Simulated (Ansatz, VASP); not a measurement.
# CdS: VASP beside Ansatz

```xyz
2
Lattice="2.8540 2.8540 0.0000 -2.8540 2.8540 0.0000 0.0000 2.8540 2.9960" Properties=species:S:1:pos:R:3 pbc="T T T"
Cd    0.0000    0.0000    0.0000
S     1.4270    4.2811    1.4980
```

Change from the starting cell: film at in-plane strain -0.02.

Alike in both runs: task single point; functional PBEsol; k mesh 8 × 8 × 8; non-collinear spin, spin-orbit coupling.

|  | VASP | Ansatz |
| --- | --- | --- |
| version | VASP 6.6.1 | Ansatz 0.2.0 |
| potentials or method | VASP PAW PBE potentials, release 64 (Cd, S), cutoff 520 eV | all-electron LAPW |
| occupations | gaussian, width 0.01 eV | fixed |

|  | VASP | Ansatz | Ansatz less VASP |
| --- | --- | --- | --- |
| pressure (GPa) | 1.1 | 0.6 | -0.41 |
| traceless stress, the component that is largest in VASP (GPa) | -0.66 | -0.68 | -0.016 |
| net moment per atom (μB) | 0.00 | 0.00 | 0.000 |

VASP's potentials were made for PBE, not for PBEsol. Ansatz ran all-electron here, and VASP with PAW potentials.
